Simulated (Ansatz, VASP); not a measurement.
**One calculation of GaN, two programs**

File POSCAR:

```
GaN
1.0
    2.9672035378      0.0000000000      0.0000000000
   -1.4836017689      2.5696736419      0.0000000000
    0.0000000000      0.0000000000      5.0329255193
Ga N
2 2
Direct
    0.0000000000      0.0000000000      0.0000000000
    0.0000000000      0.0000000000      0.5000000000
    0.3333333333      0.6666666667      0.2500000000
    0.6666666667      0.3333333333      0.7500000000
```

The input INCAR.step1:

```
  ALGO = Normal
  EDIFF = 1E-5
  ENCUT = 520
  GGA = PE
  ISIF = 2
  ISMEAR = 0
  LASPH = True
  LREAL = False
  LWAVE = True
  NBANDS = 26
  NELM = 60
  PREC = Accurate
  SIGMA = 0.01
```

INCAR.step2

```
  ALGO = Normal
  EDIFF = 1E-6
  ENCUT = 520
  GGA = PE
  HFSCREEN = 0.2079
  ISIF = 2
  ISMEAR = 0
  ISTART = 1
  LASPH = True
  LCHARG = True
  LELF = True
  LHFCALC = True
  LREAL = False
  LVHAR = True
  LWAVE = False
  NBANDS = 26
  NELM = 60
  PREC = Accurate
  PRECFOCK = Normal
  SIGMA = 0.01
```

The input KPOINTS:

```
k-points
0
Gamma
  6 6 2
```

Input for Ansatz:

```yaml
crystal:
  lattice:
    - [2.9672035378, 0.0, 0.0]
    - [-1.4836017689, 2.5696736419, 0.0]
    - [0.0, 0.0, 5.0329255193]
  atoms:
    - { symbol: Ga, position: [0.0, 0.0, 0.0] }
    - { symbol: Ga, position: [0.0, 0.0, 0.5] }
    - { symbol: "N", position: [0.3333333333, 0.6666666667, 0.25] }
    - { symbol: "N", position: [0.6666666667, 0.3333333333, 0.75] }
kpoints:
  mp_grid: { grid: [6, 6, 2] }
hamiltonian:
  xc: hse06
scf:
  occupations: { method: fixed }
  n_extra_bands: 5
  exx: { singularity: wigner_seitz }
output:
  forces: true
  stress: true
  eigenvalues: true
```

Alike in both runs: task single point; functional HSE06; k mesh 6 × 6 × 2; no spin polarisation.

```csv
,VASP,Ansatz
version,VASP 6.6.1,Ansatz 0.2.0
potentials or method,"VASP PAW PBE potentials, release 64 (Ga_d, N)",plane waves
plane-wave cutoff (eV),520,420
occupations,"gaussian, width 0.01 eV",fixed
valence electrons in the cell,36,36
```

|  | VASP | Ansatz | Ansatz less VASP |
| --- | --- | --- | --- |
| gap on the k mesh at the Fermi level (eV) | 2.67 | 2.68 | +0.007 |
| pressure (GPa) | -0.5 | -1.5 | -0.92 |
| traceless stress, the component that is largest in VASP (GPa) | 0.95 | 1.03 | +0.084 |

Ansatz's warnings: stress exchange threshold loose, stress scf threshold loose.

The k mesh is coarse, so the values compare programs but aren't converged.
